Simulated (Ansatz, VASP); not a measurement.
## EuSb in VASP and in Ansatz

File INCAR:

```
SYSTEM = EuSb
ALGO = Normal ; EDIFF = 1E-7
ENCUT = 520 ; GGA = PE
ISIF = 2 ; ISMEAR = 0
ISPIN = 2 ; LASPH = .True.
LCHARG = .True. ; LDAU = .True.
LDAUJ = 0 0 ; LDAUL = 3 -1
LDAUPRINT = 1 ; LDAUTYPE = 2
LDAUU = 6 0 ; LELF = .True.
LMAXMIX = 6 ; LORBIT = 11
LREAL = .False. ; LVHAR = .True.
LWAVE = .False. ; MAGMOM = 7.72 0.51
NBANDS = 22 ; NELM = 150
PREC = Accurate ; SIGMA = 0.05
```

File KPOINTS:

```
k-points
0
Gamma
  8 8 8
  0 0 0
```

File POSCAR:

```
EuSb
1.0
    0.0000000000      3.8173202274      3.8173202274
    3.8173202274      0.0000000000      3.8173202274
    3.8173202274      3.8173202274      0.0000000000
Eu Sb
1 1
Direct
    0.0000000000      0.0000000000      0.0000000000
    0.2500000000      0.2500000000      0.2500000000
```

Input for Ansatz:

```yaml
crystal:
  lattice:
    - [0.0, 3.8173202274, 3.8173202274]
    - [3.8173202274, 0.0, 3.8173202274]
    - [3.8173202274, 3.8173202274, 0.0]
  atoms:
    - { symbol: Eu, position: [0.0, 0.0, 0.0], spin: 7.72 }
    - { symbol: Sb, position: [0.25, 0.25, 0.25] }
basis:
  ecutwfc: 420
  ecutrho_ratio: 4
kpoints:
  mp_grid: { grid: [8, 8, 8] }
hamiltonian:
  xc: pbe
  hubbard:
    sites:
      - { species: Eu, l: f, u_eff: 6.0, starting_ns: start.occupation_matrices }
    ns_hold: { iters: 6 }
scf:
  occupations: { method: gaussian, width: 0.05 }
  lower_state_search: "off"
output:
  forces: true
  stress: true
  eigenvalues: true
  populations: true
  hubbard: { sites: [{ species: Eu, l: f }] }
magnetization:
  spin_polarized: true
```

Alike in both runs: task single point; functional PBE; k mesh 8 × 8 × 8; occupations gaussian, width 0.05 eV; collinear spin; Hubbard terms Eu f U = 6.0 eV.

|  | VASP | Ansatz |
| --- | --- | --- |
| version | VASP 6.6.1 | Ansatz 0.2.0 |
| potentials or method | VASP PAW PBE potentials, release 64 (Eu, Sb), cutoff 520 eV | scalar-relativistic, plane waves, PAW |
| valence electrons in the cell | 22 | 32 |

Ansatz gave:

| Quantity | Value |
| --- | --- |
| gap on the k mesh at the Fermi level (eV) | none |
| pressure (GPa) | -1.1 |
| net moment per atom (μB) | 4.00 |
| size of the moment on the site where the two differ most (μB) | 7.02 |

Problem. Which values does VASP return?

Solution. gap on the k mesh at the Fermi level (eV): none; pressure (GPa): -0.9; net moment per atom (μB): 4.00; size of the moment on the site where the two differ most (μB): 6.81.

Site moments also hang on the region over which each program counts them. The programs project onto different local orbitals, so the same U acts differently, and such runs can settle in different states. A gap of «none» marks a metal or a gap that the smearing closes. VASP's potentials hold 22 valence electrons a cell and Ansatz's 32, so a difference there can come from the potentials and not from the codes. Ansatz's warnings: filled band counts differ across k points.

Spin-orbit coupling is off throughout.
